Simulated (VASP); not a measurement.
Set up this calculation in VASP 6.6.1, as the native input.

| Quantity | Value |
| --- | --- |
| Task | single point |
| Functional | PBE |
| Potentials or basis | VASP PAW PBE potentials, release 64 (P, Ga_d) |
| Cutoff | 520 eV |
| k mesh | 9 × 9 × 1 |
| Occupations | gaussian, width 0.05 eV |
| Spin | no spin polarisation |
| Dipole correction | yes |
| Further INCAR settings | ALGO = Normal; EDIFF = 1e-07; NBANDS = 46 |

The structure of GaP lies in POSCAR:

```
GaP
1.0
    3.8926748893      0.0000000000      0.0000000000
   -1.9463374447      3.3711553428      0.0000000000
    0.0000000000      0.0000000000     25.3296561479
P Ga
4 4
Direct
    0.0000000000      0.0000000000      0.2958731236
    0.3333333333      0.6666666667      0.4223650104
    0.6666666667      0.3333333333      0.5486333584
    0.0000000000      0.0000000000      0.6763118998
    0.3333333333      0.6666666667      0.3235057456
    0.6666666667      0.3333333333      0.4513584515
    0.0000000000      0.0000000000      0.5780164454
    0.3333333333      0.6666666667      0.7039359653
```

One way to write it, as run:

INCAR

```
PREC     = Accurate       # precision mode
ENCUT    = 520            # plane-wave cutoff, eV
EDIFF    = 1E-7           # SCF threshold, eV
ISMEAR   = 0              # smearing method
SIGMA    = 0.05           # smearing width, eV
LREAL    = F              # projectors in reciprocal space
LASPH    = T              # aspherical terms in the spheres
NELM     = 60             # most SCF steps
ALGO     = Normal         # electronic algorithm
ISIF     = 2              # what is computed and relaxed
LWAVE    = F              # write WAVECAR
LCHARG   = F              # write CHGCAR
LDIPOL   = T            
IDIPOL   = 3            
DIPOL    = 0.5 0.5 0.500
GGA      = PE             # functional
NBANDS   = 46             # bands
```

KPOINTS

```
Automatic mesh
0
Gamma
  9 9 1
```

Potentials or basis: VASP PAW PBE potentials, release 64 (P, Ga_d).

The run is started by

```bash
$ cat potpaw_PBE.64/P/POTCAR potpaw_PBE.64/Ga_d/POTCAR > POTCAR
$ mpirun -np 1 vasp_std > vasp.out
```

Results of the run:

| Quantity | Value |
| --- | --- |
| Largest force | 0.010 eV/Å |
| Band gap on the k mesh | zero (bands 36 and 37 overlap by 0.17 eV) |

Wall time 12 min on 1 thread of Intel Xeon 8259CL, on a shared host, peak memory 0.48 GiB.
